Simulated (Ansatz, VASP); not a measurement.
Rh: VASP beside Ansatz

File INCAR:

```
SYSTEM = Rh
PREC = Accurate ; ENCUT = 520
EDIFF = 1E-7 ; ISMEAR = 0
SIGMA = 0.15 ; LREAL = .FALSE.
LASPH = .TRUE. ; NELM = 60
ALGO = Fast ; ISIF = 2
LWAVE = .FALSE. ; LCHARG = .FALSE.
GGA = PS ; NBANDS = 14
```

Contents of KPOINTS:

```
regular mesh
0
G
  28 28 28
  0 0 0
```

POSCAR

```
Rh
1.0
    0.0000000000      1.9372464942      1.7954967507
    1.9372464942      0.0000000000      1.7954967507
    1.9372464942      1.9372464942      0.0000000000
Rh
1
Direct
    0.0000000000      0.0000000000      0.0000000000
```

Input for Ansatz:

```yaml
crystal:
  lattice:
    - [0.0, 1.9372464942, 1.7954967507]
    - [1.9372464942, 0.0, 1.7954967507]
    - [1.9372464942, 1.9372464942, 0.0]
  atoms:
    - { symbol: Rh, position: [0.0, 0.0, 0.0] }
basis:
  ecutwfc: 420
kpoints:
  mp_grid: { grid: [28, 28, 28] }
hamiltonian:
  xc: pbesol
scf:
  occupations: { method: gaussian, width: 0.15 }
output:
  forces: true
  stress: true
  eigenvalues: true
```

Change from the starting cell: strain +0.025 along x and y, -0.050 along z, atoms carried along.

Alike in both runs: task single point; functional PBEsol; k mesh 28 × 28 × 28; occupations gaussian, width 0.15 eV; no spin polarisation.

|  | VASP | Ansatz |
| --- | --- | --- |
| version | VASP 6.6.1 | Ansatz 0.2.0 |
| potentials or method | VASP PAW PBE potentials, release 64 (Rh_pv), cutoff 520 eV | scalar-relativistic, plane waves, PAW |
| valence electrons in the cell | 15 | 17 |

```csv
,VASP,Ansatz,Ansatz less VASP
gap on the k mesh at the Fermi level (eV),none,none,-
pressure (GPa),1.4,1.5,+0.07
"traceless stress, the component that is largest in VASP (GPa)",12.06,12.08,+0.022
```

VASP's potentials were made for PBE, not for PBEsol. A gap of «none» marks a metal or a gap that the smearing closes. With one functional, cell and mesh, what is left measures potentials, basis and numerics. VASP's potentials hold 15 valence electrons a cell and Ansatz's 17, so a difference there can come from the potentials and not from the codes.
